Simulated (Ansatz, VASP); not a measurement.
One calculation of Rh, two programs

The input INCAR:

```
PREC = Accurate
ENCUT = 520
EDIFF = 1E-6
ISMEAR = 0
SIGMA = 0.05
LREAL = F
LASPH = T
NELM = 60
ALGO = Normal
ISIF = 2
LWAVE = F
LCHARG = F
GGA = PE
NBANDS = 14
```

File KPOINTS:

```
Automatic mesh
0
Gamma
  12 12 12
```

Contents of POSCAR:

```
Rh
1.0
    0.0000000000      1.8978500000      1.8978500000
    1.8978500000      0.0000000000      1.8978500000
    1.8978500000      1.8978500000      0.0000000000
Rh
1
Direct
    0.0000000000      0.0000000000      0.0000000000
```

The input input.yaml:

```yaml
crystal:
  lattice:
    - [0.0, 1.89785, 1.89785]
    - [1.89785, 0.0, 1.89785]
    - [1.89785, 1.89785, 0.0]
  atoms:
    - { symbol: Rh, position: [0.0, 0.0, 0.0] }
kpoints:
  mp_grid: { grid: [12, 12, 12] }
scf:
  occupations: { method: gaussian, width: 0.05 }
hamiltonian:
  xc: pbe
  pseudopotentials: { kind: all_electron, lapw: { basis_error: 0.001 } }
output:
  forces: true
  stress: true
  eigenvalues: true
```

Alike in both runs: task single point; functional PBE; k mesh 12 × 12 × 12; occupations gaussian, width 0.05 eV; no spin polarisation.

|  | VASP | Ansatz |
| --- | --- | --- |
| version | VASP 6.6.1 | Ansatz 0.2.0 |
| potentials or method | VASP PAW PBE potentials, release 64 (Rh_pv), cutoff 520 eV | all-electron LAPW, scalar-relativistic |

VASP gave:

| Property | Result |
| --- | --- |
| gap on the k mesh at the Fermi level (eV) | none |
| pressure (GPa) | 7.4 |

Task: Which values does Ansatz return?

Result: gap on the k mesh at the Fermi level (eV): none; pressure (GPa): 7.2.

A gap of «none» marks a metal or a gap that the smearing closes. Ansatz ran all-electron here, and VASP with PAW potentials.
